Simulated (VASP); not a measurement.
Input of a VASP 6.6.1 run:

File INCAR:

```
  ALGO = Normal
  EDIFF = 1E-7
  ENCUT = 520
  GGA = PE
  ISIF = 2
  ISMEAR = 0
  LASPH = T
  LCHARG = F
  LREAL = F
  LWAVE = F
  NBANDS = 15
  NELM = 80
  PREC = Accurate
  SIGMA = 0.027000000000000003
```

KPOINTS

```
k-points
0
Gamma
  10 10 10
```

POSCAR

```
TaN
1.0
    0.0000000000      2.2113230000      2.2113230000
    2.2113230000      0.0000000000      2.2113230000
    2.2113230000      2.2113230000      0.0000000000
Ta N
1 1
Direct
    0.5000000000      0.5000000000      0.5000000000
    0.0000000000      0.0000000000      0.0000000000
```

Potentials or basis: VASP PAW PBE potentials, release 64 (Ta_pv, N).

Command:

```sh
$ cat potpaw_PBE.64/Ta_pv/POTCAR potpaw_PBE.64/N/POTCAR > POTCAR
$ mpirun -np 1 vasp_std > vasp.out
```

Question: Estimate the pressure.

Answer: -0.6 GPa.

Question: Predict the band gap on the k mesh.

Answer: Zero (band 8 reaches 11.20 eV, above the bottom of band 9 at 7.29 eV).

Caveat: spin-orbit coupling is left out, which moves the levels of the heavy elements.
